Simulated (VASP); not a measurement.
# Os (P6_3/mmc) in VASP: relaxation of cell and atoms with r2SCAN

Aim: the relaxation of cell and atoms of Os with r2SCAN.

Program: VASP 6.6.1. These are calculated values, not measurements. Logs are shortened: lines on timing, memory, paths and dates and some standing lists are left out, and cuts for length are marked.

**1. The cell of the first run**

It takes space group P6_3/mmc (No. 194, hexagonal). The conventional cell has a = 2.738 Å, b = 2.738 Å, c = 4.316 Å, α = 90.00°, β = 90.00°, γ = 120.00°. Os (site symmetry -6m2) has 12 Os at 2.68 to 2.74 Å within 3.5 Å.

**2. Relaxation of cell and atoms, r2SCAN, target pressure 10 GPa, at which the enthalpy is minimised**

Input file POSCAR:

```
Os
1.0
    2.7382859830      0.0000000000      0.0000000000
   -1.3691429915      2.3714252241      0.0000000000
    0.0000000000      0.0000000000      4.3160177423
Os
2
Direct
    0.3333333333      0.6666666667      0.2500000000
    0.6666666667      0.3333333333      0.7500000000
```

Input file INCAR.step1:

```
SYSTEM = Os
  PREC = Accurate
  ENCUT = 600
  ISMEAR = -1
  SIGMA = 0.05
  LREAL = .False.
  LASPH = .True.
  NELM = 80
  GGA = PE
  ALGO = Normal
  EDIFF = 1E-4
  LWAVE = .True.
  LCHARG = .False.
```

Input file INCAR.step2:

```
SYSTEM = Os
  PREC = Accurate
  ENCUT = 600
  EDIFF = 1E-7
  ISMEAR = -1
  SIGMA = 0.05
  LREAL = .False.
  LASPH = .True.
  NELM = 80
  ALGO = Normal
  ISIF = 3
  LWAVE = .False.
  LCHARG = .False.
  METAGGA = R2SCAN
  LMIXTAU = .True.
  IBRION = 2
  NSW = 100
  EDIFFG = -0.002
  PSTRESS = 100.0
  ISTART = 1
```

Input file KPOINTS:

```
regular mesh
0
Gamma
  20 20 12
  0 0 0
```

Potentials or basis: VASP PAW PBE potentials, release 64 (Os).

The run is started by

```
cat potpaw_PBE.64/Os/POTCAR > POTCAR
cp INCAR.step1 INCAR
mpirun -np 1 vasp_std > vasp.out
cp INCAR.step2 INCAR
mpirun -np 1 vasp_std > vasp.out
```

OUTCAR:

```text
SYSTEM = Os
   PREC = Accurate
   ENCUT = 600
   EDIFF = 1E-7
   ISMEAR = -1
   LREAL = .False.
   LASPH = .True.
   NELM = 80
   ISIF = 3
   METAGGA = R2SCAN
   IBRION = 2
   NSW = 100
   EDIFFG = -0.002
   PSTRESS = 100.0
   ISTART = 1

 ion  position               nearest neighbor table
   1  0.333  0.667  0.250-   2 2.68   2 2.68   2 2.68   2 2.68   2 2.68   2 2.68
   2  0.667  0.333  0.750-   1 2.68   1 2.68   1 2.68   1 2.68   1 2.68   1 2.68

  LATTYP: Found a hexagonal cell.
 ALAT       =     2.7382859830
 C/A-ratio  =     1.5761749390

  Lattice vectors:

 A1 = (   2.7382859830,   0.0000000000,   0.0000000000)
 A2 = (  -1.3691429915,   2.3714252241,   0.0000000000)
 A3 = (   0.0000000000,   0.0000000000,   4.3160177423)

Analysis of symmetry for initial positions (statically):
=====================================================================
 Subroutine PRICEL returns:
 Original cell was already a primitive cell.

 Routine SETGRP: Setting up the symmetry group for a
 hexagonal supercell.

 Subroutine GETGRP returns: Found 24 space group operations
 (whereof 12 operations were pure point group operations)
 out of a pool of 24 trial point group operations.

The static configuration has the point symmetry D_3d.
 The point group associated with its full space group is D_6h.

Analysis of symmetry for dynamics (positions and initial velocities):
=====================================================================
 Subroutine PRICEL returns:
 Original cell was already a primitive cell.

 Routine SETGRP: Setting up the symmetry group for a
 hexagonal supercell.

 Subroutine GETGRP returns: Found 24 space group operations
 (whereof 12 operations were pure point group operations)
 out of a pool of 24 trial point group operations.

The dynamic configuration has the point symmetry D_3d.
 The point group associated with its full space group is D_6h.

 Subroutine INISYM returns: Found 24 space group operations
 (whereof 12 operations are pure point group operations),
 and found     1 'primitive' translations

----------------------------------------------------------------------------------------

                                     Primitive cell

  volume of cell :      28.0267

  direct lattice vectors                    reciprocal lattice vectors
     2.738285983  0.000000000  0.000000000     0.365191951  0.210843671  0.000000000
    -1.369142991  2.371425224  0.000000000     0.000000000  0.421687342  0.000000000
     0.000000000  0.000000000  4.316017742     0.000000000  0.000000000  0.231695062

  length of vectors
     2.738285983  2.738285983  4.316017742     0.421687342  0.421687342  0.231695062

  position of ions in fractional coordinates (direct lattice)
     0.333333333  0.666666667  0.250000000
     0.666666667  0.333333333  0.750000000

  ion indices of the primitive-cell ions
   primitive index   ion index
                 1           1
                 2           2

----------------------------------------------------------------------------------------

 KPOINTS: regular mesh

Automatic generation of k-mesh.
 Grid dimensions read from file:
 generate k-points for:   20   20   12

 Generating k-lattice:

  Cartesian coordinates                     Fractional coordinates (reciprocal lattice)
     0.018259598  0.010542184  0.000000000     0.050000000  0.000000000  0.000000000
     0.000000000  0.021084367  0.000000000     0.000000000  0.050000000  0.000000000
     0.000000000  0.000000000  0.019307922     0.000000000  0.000000000  0.083333333

  Length of vectors
     0.021084367  0.021084367  0.019307922

  Shift w.r.t. Gamma in fractional coordinates (k-lattice)
     0.000000000  0.000000000  0.000000000

 Subroutine IBZKPT returns following result:
 ===========================================

 Found    308 irreducible k-points:

 Following reciprocal coordinates:
            Coordinates               Weight
  0.000000  0.000000  0.000000      1.000000
  0.050000  0.000000  0.000000      6.000000
  0.100000  0.000000  0.000000      6.000000
  0.150000  0.000000  0.000000      6.000000
  0.200000  0.000000  0.000000      6.000000
  0.250000  0.000000  0.000000      6.000000
[... 16 lines left out ...]
  0.200000  0.100000  0.000000     12.000000
  0.250000  0.100000  0.000000     12.000000
 [... further k-points ...]
   k-points           NKPTS =    308   k-points in BZ     NKDIM =    308   number of bands    NBANDS=     12
   number of dos      NEDOS =    301   number of ions     NIONS =      2
   total plane-waves  NPLWV =  20736
   dimension x,y,z NGX =    24 NGY =   24 NGZ =   36
   dimension x,y,z NGXF=    48 NGYF=   48 NGZF=   72
   ions per type =               2
   NGX,Y,Z   is equivalent  to a cutoff of  14.57, 14.57, 13.87 a.u.
   NGXF,Y,Z  is equivalent  to a cutoff of  29.14, 29.14, 27.73 a.u.
 SYSTEM =  Os
   PREC   = accura    normal or accurate (medium, high low for compatibility)
   ISTART =      1    job   : 0-new  1-cont  2-samecut
   ICHARG =      0    charge: 1-file 2-atom 10-const
   ISPIN  =      1    spin polarized calculation?
   LNONCOLLINEAR =      F non collinear calculations
   LSORBIT =      F    spin-orbit coupling
   LASPH  =      T    aspherical Exc in radial PAW
   ENCUT  =  600.0 eV  44.10 Ry    6.64 a.u.   5.47  5.47  8.62*2*pi/ulx,y,z
   NELM   =     80;   NELMIN=  2; NELMDL=  0     # of ELM steps
   EDIFF  = 0.1E-06   stopping-criterion for ELM
   LREAL  =      F    real-space projection
   EDIFFG = -.2E-02   stopping-criterion for IOM
   NSW    =    100    number of steps for IOM
   IBRION =      2    ionic relax: 0-MD 1-quasi-New 2-CG
   NFREE  =      1    steps in history (QN), initial steepest desc. (CG)
   ISIF   =      3    stress and relaxation
   ISYM   =      2    0-nonsym 1-usesym 2-fastsym
   POTIM  = 0.5000    time-step for ionic-motion
   TEBEG  =    0.0;   TEEND  =   0.0 temperature during run
   PSTRESS=  100.0 pullay stress
   NELECT =      16.0000    total number of electrons
   NUPDOWN=      -1.0000    fix difference up-down
   EMIN   =  10.00;   EMAX   =-10.00  energy-range for DOS
   EFERMI =   0.00;   METHOD = LEGACY
   ISMEAR =    -1;   SIGMA  =   0.05  broadening in eV -4-tet -1-fermi 0-gaus
   EFERMI_NEDOS =   21; number of points for ismear=-14 and -15
   IALGO  =     38    algorithm
   IMIX   =      4    mixing-type and parameters
     AMIX     =   0.40;   BMIX     =  1.00
     AMIX_MAG =   1.60;   BMIX_MAG =  1.00
  volume/ion in A,a.u.               =      14.01        94.57
  Fermi-wavevector in a.u.,A,eV,Ry     =   1.358077  2.566393 25.094214  1.844373
  Thomas-Fermi vector in A             =   2.484941
   LORBIT       =      0    0 simple, 1 ext, 2 COOP (PROOUT), +10 PAW based schemes
   METAGGA = R2SCAN    functional components
   LHFCALC =     F    Hartree Fock is set to
   AEXX    =    0.0000 exact exchange contribution
   IVDW    =     0    specifies the selected vdW correction
   LEPSILON=     F    determine dielectric tensor
   LRPA    =     F    only Hartree local field effects (RPA)
 conjugate gradient relaxation of ions
 non-spin polarized calculation
  energy-cutoff  :      600.00
  volume of cell :       28.03
 maximum number of plane-waves:       965
 NGX is ok and might be reduce to    24
   NGX = 11   NGY = 11   NGZ = 17

--------------------------------------- Ionic step        1  -------------------------------------------

 number of electron      16.0000001 magnetization

 Free energy of the ion-electron system (eV)
  ---------------------------------------------------
  ext. energy  EPLUGINS =         0.00000000
  ---------------------------------------------------
  free energy    TOTEN  =      -106.01586829 eV

  energy without entropy =     -106.00830838  energy(sigma->0) =     -106.01208833

------------------------ aborting loop because EDIFF is reached ----------------------------------------

  FORCE on cell =-STRESS in cart. coord.  units (eV):
  Direction    XX          YY          ZZ          XY          YZ          ZX
  --------------------------------------------------------------------------------------
  -------------------------------------------------------------------------------------
  Total        0.1873822      0.1873822      0.1999799     -0.0000000     -0.0000000      0.0000000
  in kB       10.7119241     10.7119241     11.4320869     -0.0000000     -0.0000000      0.0000000
  external PRESSURE =     -89.0480216 kB  Pullay stress =     100.0000000 kB
[... 25 lines left out ...]
--------------------------------------- Ionic step        2  -------------------------------------------

 number of electron      16.0000000 magnetization

 E-fermi :  11.1322     XC(G=0): -16.1480

 val. band max:       11.1147526102   @ k =   0.4000   0.1500   0.3333
 cond. band min:      11.1374623190   @ k =   0.1500   0.0000   0.3333
 fundamental gap:      0.0227097089
 Fermi energy:        11.1321995506

 k-point     1 :       0.0000    0.0000    0.0000
  band No.  band energies     occupation
      1      -1.4275      2.00000
      2       1.7493      2.00000
      3       7.3076      2.00000
      4       7.3076      2.00000
      5       7.6747      2.00000
      6       8.3635      2.00000
      7       8.3635      2.00000
      8       9.1342      2.00000
      9       9.1342      2.00000
     10      11.1888      0.48792
     11      13.1429      0.00000
     12      13.1429      0.00000
[... 331 lines left out ...]
 k-point    24 :       0.2500    0.1000    0.0000
  band No.  band energies     occupation
      1       2.1164      2.00000
      2       3.4215      2.00000
      3       4.5939      2.00000
      4       5.5384      2.00000
      5       6.9948      2.00000
      6       7.5989      2.00000
      7       8.6221      2.00000
      8      10.5393      1.99999
      9      11.3625      0.01980
     10      12.5154      0.00000
     11      14.0798      0.00000
     12      21.4159      0.00000

 [... further k-points ...]

------------------------ aborting loop because EDIFF is reached ----------------------------------------

  FORCE on cell =-STRESS in cart. coord.  units (eV):
  Direction    XX          YY          ZZ          XY          YZ          ZX
  --------------------------------------------------------------------------------------
  -------------------------------------------------------------------------------------
  Total       10.3616896     10.3616896     11.0747297      0.0000000      0.0000000      0.0000000
  in kB      664.4580229    664.4580229    710.1827266      0.0000000      0.0000000      0.0000000
  external PRESSURE =     579.6995908 kB  Pullay stress =     100.0000000 kB
[... 59 lines left out ...]
  energy  without entropy=     -105.9918781246  energy(sigma->0) =     -105.99552038

  enthalpy is  TOTEN    =      -104.2817798418 eV   P V=        1.7173827960

[... ionic steps 4 to 7 ...]

--------------------------------------- Ionic step        8  -------------------------------------------

 number of electron      16.0000001 magnetization

------------------------ aborting loop because EDIFF is reached ----------------------------------------
[... 71 lines left out ...]
--------------------------------------- Ionic step       10  -------------------------------------------

 number of electron      16.0000001 magnetization

 Free energy of the ion-electron system (eV)
  ---------------------------------------------------
  ext. energy  EPLUGINS =         0.00000000
  ---------------------------------------------------
  free energy    TOTEN  =      -105.99772309 eV

  energy without entropy =     -105.99044800  energy(sigma->0) =     -105.99408554

 E-fermi :   9.5724     XC(G=0): -15.5082

 val. band max:        9.5680434027   @ k =   0.1500   0.0000   0.3333
 cond. band min:       9.5788295947   @ k =   0.5000   0.0000   0.2500
 fundamental gap:      0.0107861920
 Fermi energy:         9.5724234803

 k-point     1 :       0.0000    0.0000    0.0000
  band No.  band energies     occupation
      1      -2.0676      2.00000
      2       1.2184      2.00000
      3       6.2685      2.00000
      4       6.2685      2.00000
      5       6.5651      2.00000
      6       7.1660      2.00000
      7       7.1660      2.00000
      8       7.8370      2.00000
      9       7.8370      2.00000
     10       9.5587      1.13653
     11      11.3271      0.00000
     12      11.3271      0.00000
[... 331 lines left out ...]
 k-point    24 :       0.2500    0.1000    0.0000
  band No.  band energies     occupation
      1       1.2181      2.00000
      2       2.8091      2.00000
      3       3.8493      2.00000
      4       4.6341      2.00000
      5       5.9829      2.00000
      6       6.4633      2.00000
      7       7.3293      2.00000
      8       9.0592      1.99993
      9       9.7913      0.02481
     10      10.7503      0.00000
     11      12.0843      0.00000
     12      18.7384      0.00000

 [... further k-points ...]

------------------------ aborting loop because EDIFF is reached ----------------------------------------

  FORCE on cell =-STRESS in cart. coord.  units (eV):
  Direction    XX          YY          ZZ          XY          YZ          ZX
  --------------------------------------------------------------------------------------
  -------------------------------------------------------------------------------------
  Total        1.7156791      1.7156791      1.7158712     -0.0000000      0.0000000      0.0000000
  in kB       99.9888865     99.9888865    100.0000790     -0.0000000      0.0000000      0.0000000
  external PRESSURE =      -0.0073827 kB  Pullay stress =     100.0000000 kB
[... 21 lines left out ...]
  energy  without entropy=     -105.9904479961  energy(sigma->0) =     -105.99408554

  enthalpy is  TOTEN    =      -104.2818532717 eV   P V=        1.7158698180

 reached required accuracy - stopping structural energy minimisation
```

Run time: 61 min. Hardware: 1 thread of Intel Xeon 8259CL, shared host; peak memory 0.28 GiB.

Results:

```
Free energy                                                : -105.9977 eV
Relaxed volume                                             : 13.75 Å³/atom
Relaxed cell                                               : a = 2.720 Å, b = 2.720 Å, c = 4.291 Å, α = 90.00°, β = 90.00°, γ = 120.00°
Space group after relaxing (to 0.1 Å)                      : P6_3/mmc (No. 194)
Energy change on relaxing (the run minimises the enthalpy) : +9.1 meV/atom
Ionic steps                                                : 10
Pressure after relaxing                                    : 10.0 GPa
Band gap on the k mesh                                     : zero (bands 8 and 9 overlap by 4.24 eV)
```

The path:
| step | energy change (eV) | largest force (eV/Å) | pressure (GPa) | volume (Å³) |
| --- | --- | --- | --- | --- |
| 1 | 0.0000 | 0.0000 | 1.10 | 28.03 |
| 2 | 0.5884 | 0.0000 | 67.97 | 24.98 |
| 3 | 0.0167 | 0.0000 | 9.59 | 27.52 |
| 4 | 0.0179 | 0.0000 | 9.95 | 27.50 |
| 5 | 0.0186 | 0.0000 | 10.14 | 27.48 |
| 6 | 0.0189 | 0.0000 | 10.15 | 27.48 |
| 7 | 0.0186 | 0.0000 | 10.14 | 27.48 |
| 8 | 0.0165 | 0.0000 | 9.52 | 27.52 |
| 9 | 0.0183 | 0.0000 | 10.03 | 27.49 |
| 10 | 0.0181 | 0.0000 | 10.00 | 27.49 |

Final structure:
```
Os
1.0
     2.71978    0.00000    0.00000
    -1.35989    2.35540    0.00000
     0.00000    0.00000    4.29137
Os
2
Cartesian
  0.0000 1.5703 1.0728
  1.3599 0.7851 3.2185
```

Caveat: the cell is relaxed towards a set pressure, so the run minimises the enthalpy, not the energy; the PAW data sets were made with another functional, which shifts forces and pressure a little; spin-orbit coupling is left out, which moves the levels of the heavy elements.
